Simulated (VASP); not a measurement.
## GaAs: single point with LDA

The system is GaAs.

```
Ga As
1.0
     0.00000    2.75433    2.75433
     2.75433    0.00000    2.75433
     2.75433    2.75433    0.00000
Ga As
1 1
Direct
  0.00000 0.00000 0.00000
  0.25000 0.25000 0.25000
```

```yaml
Program: VASP 6.6.1
Task: single point
Functional: LDA
Potentials_or_basis: VASP PAW LDA potentials, release 64 (Ga_d, As)
Cutoff: 500 eV
k_mesh: 5 × 5 × 5
Occupations: gaussian, width 0.01 eV
Spin: no spin polarisation
```

* Pressure: 4.7 GPa
* Band gap on the k mesh: 0.92 eV, direct

Levels at points of the mesh, in eV from the valence-band top:
```csv
k point,band 7,band 8,band 9,band 10,band 11,band 12
"(0.00, 0.00, 0.00)",0.00,0.00,0.00,0.92,3.67,3.67
```

Run time: 11 s on 1 thread of AMD EPYC 7R13, on a shared host, peak memory 0.11 GiB.

A k mesh can miss the band edges. As with any semilocal functional, this LDA gap is likely too small.
